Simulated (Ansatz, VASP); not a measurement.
## Two plane-wave programs on AlN

The input INCAR:

```
  PREC = Accurate
  ENCUT = 600
  EDIFF = 1E-6
  ISMEAR = 0
  SIGMA = 0.02
  LREAL = F
  LASPH = T
  NELM = 120
  ALGO = Normal
  ISIF = 2
  LWAVE = F
  LCHARG = T
  GGA = CA
  LELF = T
  LVHAR = T
  NBANDS = 11
  GGA_COMPAT = F
```

File KPOINTS:

```
Automatic mesh
0
Gamma
  10 10 10
```

POSCAR

```
AlN
1.0
    0.0000000000      2.0345180000      2.0345180000
    2.0345180000      0.0000000000      2.0345180000
    2.0345180000      2.0345180000      0.0000000000
Al N
1 1
Direct
    0.5000000000      0.5000000000      0.5000000000
    0.0000000000      0.0000000000      0.0000000000
```

Input for Ansatz:

```yaml
crystal:
  lattice:
    - [0.0, 2.034518, 2.034518]
    - [2.034518, 0.0, 2.034518]
    - [2.034518, 2.034518, 0.0]
  atoms:
    - { symbol: Al, position: [0.5, 0.5, 0.5] }
    - { symbol: "N", position: [0.0, 0.0, 0.0] }
basis:
  ecutwfc: 420
kpoints:
  mp_grid: { grid: [10, 10, 10] }
hamiltonian:
  xc: lda
scf:
  occupations: { method: gaussian, width: 0.02 }
output:
  forces: true
  stress: true
  eigenvalues: true
```

Alike in both runs: task single point; functional LDA; k mesh 10 × 10 × 10; occupations gaussian, width 0.02 eV; no spin polarisation.

|  | VASP | Ansatz |
| --- | --- | --- |
| version | VASP 6.6.1 | Ansatz 0.2.0 |
| potentials or method | VASP PAW LDA potentials, release 64 (Al, N), cutoff 600 eV | scalar-relativistic, plane waves, PAW |
| valence electrons in the cell | 8 | 8 |

|  | VASP | Ansatz | Ansatz less VASP |
| --- | --- | --- | --- |
| gap on the k mesh at the Fermi level (eV) | 4.28 | 4.29 | +0.012 |
| least direct gap on the mesh (eV) | 5.50 | 5.48 | -0.018 |
| pressure (GPa) | -10.6 | -11.0 | -0.42 |

LDA's correlation is that of Perdew and Zunger in VASP and of Perdew and Wang (1992) in Ansatz.
